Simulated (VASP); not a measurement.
# Cu2As3 (P-3m1) in VASP: a series of runs, part 2 of 2

VASP 6.6.1. The steps go on from the part before.

**5. Single point, r2SCAN**

This run uses another cell than the first one, of 18.75 Å³/atom, 1.080 times its volume.

File POSCAR:

```
Cu2As3
1.0
    4.1627651026      0.0000000000      0.0000000000
   -2.0813820383      3.6050598675      0.0000000000
    0.0000000000      0.0000000000      6.2484696181
Cu As
2 3
Direct
    0.3333333333      0.6666666667      0.7830310000
    0.6666666667      0.3333333333      0.2169690000
    0.0000000000      0.0000000000      0.0000000000
    0.3333333333      0.6666666667      0.3506620000
    0.6666666667      0.3333333333      0.6493380000
```

File INCAR.step1:

```
SYSTEM = Cu2As3
ALGO     = Normal         ! electronic algorithm
EDIFF    = 1E-4           ! SCF threshold, eV
ENCUT    = 520            ! plane-wave cutoff, eV
GGA      = PE             ! functional
ISMEAR   = 1              ! smearing method
LASPH    = .True.         ! aspherical terms in the spheres
LCHARG   = .False.        ! write CHGCAR
LREAL    = .False.        ! projectors in reciprocal space
LWAVE    = .True.         ! write WAVECAR
NBANDS   = 26             ! bands
NELM     = 60             ! most SCF steps
PREC     = Accurate       ! precision mode
SIGMA    = 0.1            ! smearing width, eV
```

File INCAR.step2:

```
SYSTEM = Cu2As3
ALGO     = Normal         ! electronic algorithm
EDIFF    = 1E-6           ! SCF threshold, eV
ENCUT    = 520            ! plane-wave cutoff, eV
ISIF     = 2              ! what is computed and relaxed
ISMEAR   = 1              ! smearing method
ISTART   = 1            
LASPH    = .True.         ! aspherical terms in the spheres
LCHARG   = .True.         ! write CHGCAR
LELF     = .True.         ! ELF
LMIXTAU  = .True.       
LREAL    = .False.        ! projectors in reciprocal space
LVHAR    = .True.       
LWAVE    = .False.        ! write WAVECAR
METAGGA  = R2SCAN         ! meta-GGA
NBANDS   = 26             ! bands
NELM     = 60             ! most SCF steps
PREC     = Accurate       ! precision mode
SIGMA    = 0.1            ! smearing width, eV
```

File KPOINTS:

```
k-points
0
Gamma
  7 7 4
  0 0 0
```

Potentials or basis: VASP PAW PBE potentials, release 64 (Cu, As).

Run with:

```bash
> cat potpaw_PBE.64/Cu/POTCAR potpaw_PBE.64/As/POTCAR > POTCAR
> cp INCAR.step1 INCAR
> mpirun -np 1 vasp_std > vasp.out
> cp INCAR.step2 INCAR
> mpirun -np 1 vasp_std > vasp.out
```

OUTCAR:

```text
SYSTEM = Cu2As3
   EDIFF = 1E-6
   ENCUT = 520
   ISIF = 2
   ISMEAR = 1
   ISTART = 1
   LASPH = .True.
   LREAL = .False.
   METAGGA = R2SCAN
   NELM = 60
   PREC = Accurate

 ion  position               nearest neighbor table
   1  0.333  0.667  0.783-   5 2.54   5 2.54   5 2.54   4 2.70   3 2.76   3 2.76   3 2.76
   2  0.667  0.333  0.217-   4 2.54   4 2.54   4 2.54   5 2.70   3 2.76   3 2.76   3 2.76
   3  0.000  0.000  0.000-   1 2.76   2 2.76   2 2.76   1 2.76   2 2.76   1 2.76
[... 903 lines left out ...]
  --------------------------------------------------------------------------------------
  -------------------------------------------------------------------------------------
  Total       -4.6001056     -4.6001044     -3.9966191     -0.0000007      0.0000000      0.0000000
  in kB      -78.5977896    -78.5977695    -68.2865691     -0.0000112      0.0000000      0.0000000
  external PRESSURE =     -75.1607094 kB  Pullay stress =       0.0000000 kB

 VOLUME and BASIS-vectors are now :
 -----------------------------------------------------------------------------
  energy-cutoff  :      520.00
  volume of cell :       93.77
      direct lattice vectors                 reciprocal lattice vectors
     4.162765103  0.000000000  0.000000000     0.240224941  0.138693918  0.000000000
    -2.081382038  3.605059868  0.000000000     0.000000000  0.277387904  0.000000000
     0.000000000  0.000000000  6.248469618     0.000000000  0.000000000  0.160039187

 POSITION                                       TOTAL-FORCE (eV/Angst)
 -----------------------------------------------------------------------------------
      0.00000      2.40337      4.89275        -0.000000      0.000000     -0.153993
      2.08138      1.20169      1.35572         0.000000     -0.000000      0.153993
      0.00000      0.00000      0.00000         0.000000     -0.000000      0.000000
      0.00000      2.40337      2.19110        -0.000000      0.000000      0.073542
      2.08138      1.20169      4.05737         0.000000     -0.000000     -0.073542
 -----------------------------------------------------------------------------------
    total drift:                                0.000000      0.000000     -0.000000

  FREE ENERGIE OF THE ION-ELECTRON SYSTEM (eV)
  ---------------------------------------------------
  free  energy   TOTEN  =       -64.4810069175 eV

  energy  without entropy=      -64.4817320282  energy(sigma->0) =      -64.48124862
```

OUTCAR.step1:

```text
SYSTEM = Cu2As3
   EDIFF = 1E-4
   ENCUT = 520
   GGA = PE
   ISMEAR = 1
[... 930 lines left out ...]
      2.08138      1.20169      1.35572        -0.000000      0.000000      0.060018
      0.00000      0.00000      0.00000        -0.000000      0.000000      0.000000
      0.00000      2.40337      2.19110        -0.000000     -0.000000      0.047255
      2.08138      1.20169      4.05737         0.000000     -0.000000     -0.047255
 -----------------------------------------------------------------------------------
    total drift:                                0.000000      0.000000     -0.000000

  FREE ENERGIE OF THE ION-ELECTRON SYSTEM (eV)
  ---------------------------------------------------
  free  energy   TOTEN  =       -20.5451826070 eV

  energy  without entropy=      -20.5454892752  energy(sigma->0) =      -20.54528483
```

OSZICAR.step1:

```text
N       E                     dE             d eps       ncg     rms          rms(c)
DAV:   1     0.249020471676E+03    0.24902E+03   -0.15630E+04  1456   0.162E+03
DAV:   2    -0.656669170869E+00   -0.24968E+03   -0.24056E+03  1460   0.325E+02
DAV:   3    -0.224751148425E+02   -0.21818E+02   -0.20823E+02  2036   0.112E+02
DAV:   4    -0.233551412176E+02   -0.88003E+00   -0.87049E+00  1936   0.200E+01
DAV:   5    -0.233730734377E+02   -0.17932E-01   -0.17909E-01  1894   0.264E+00    0.166E+01
DAV:   6    -0.273628617875E+02   -0.39898E+01   -0.67120E+01  1710   0.213E+02    0.153E+01
DAV:   7    -0.208938065359E+02    0.64691E+01   -0.17571E+01  1774   0.993E+01    0.459E+00
DAV:   8    -0.205177592074E+02    0.37605E+00   -0.27768E+00  2264   0.373E+01    0.113E+00
DAV:   9    -0.205461666151E+02   -0.28407E-01   -0.47796E-01  2208   0.586E+00    0.276E-01
DAV:  10    -0.205485751347E+02   -0.24085E-02   -0.13795E-02  1866   0.297E+00    0.422E-01
DAV:  11    -0.205450562708E+02    0.35189E-02   -0.84951E-03  1970   0.278E+00    0.541E-02
DAV:  12    -0.205452561393E+02   -0.19987E-03   -0.25357E-03  2236   0.309E-01    0.700E-02
DAV:  13    -0.205451826070E+02    0.73532E-04   -0.55191E-05   850   0.127E-01
   1 F= -.20545183E+02 E0= -.20545285E+02  d E =0.306668E-03
```

It took 1.9 min on 1 thread of Intel Xeon Platinum 8559C (Emerald Rapids), shared host; peak memory 0.25 GiB.

What came out:

| Item | Value |
| --- | --- |
| Free energy | -64.4810 eV |
| Pressure | -7.5 GPa |
| Largest force | 0.154 eV/Å |

Forces in eV/Å, atoms in the order of the input:
```
Cu   0.000  0.000 -0.154
Cu   0.000  0.000  0.154
As   0.000  0.000  0.000
As   0.000  0.000  0.074
As   0.000  0.000 -0.074
```

Levels at points of the mesh, in eV from the Fermi level:
```tsv
k point	band 15	band 16	band 17	band 18	band 19	band 20	band 21	band 22	band 23	band 24
(0.00, 0.00, 0.00)	-1.44	-0.85	-0.85	-0.06	-0.06	1.09	1.09	1.74	4.16	4.81
(0.00, 0.00, 0.50)	-1.01	-1.01	-0.74	0.20	0.20	0.45	0.79	0.79	2.92	4.17
```

Caveat: the PAW data sets were made with another functional, which shifts forces and pressure a little.

**6. Overview**

| cell | gap on the mesh (eV) | pressure (GPa) | largest force (eV/Å) |
| --- | --- | --- | --- |
| a = 4.057, b = 4.057, c = 6.090 Å, angles 90.0, 90.0, 120.0°, 5 atoms | none | -1.4 | 0.10 |
| a = 4.093, b = 4.093, c = 6.144 Å, angles 90.0, 90.0, 120.0°, 5 atoms | none | -3.8 | 0.08 |
| a = 4.128, b = 4.128, c = 6.197 Å, angles 90.0, 90.0, 120.0°, 5 atoms | none | -5.8 | 0.12 |
| a = 4.163, b = 4.163, c = 6.248 Å, angles 90.0, 90.0, 120.0°, 5 atoms | none | -7.5 | 0.15 |

Alike in all rows: task single point; level r2SCAN; potentials or basis VASP PAW PBE potentials, release 64 (Cu, As); no spin polarisation; k mesh 7 × 7 × 4; cutoff (eV) 520; smearing methfessel-paxton 0.1 eV.

Caveats: the PAW data sets were made with another functional, which shifts forces and pressure a little.

Total energies depend on the potentials used, so only differences within one code and one set of settings carry meaning.
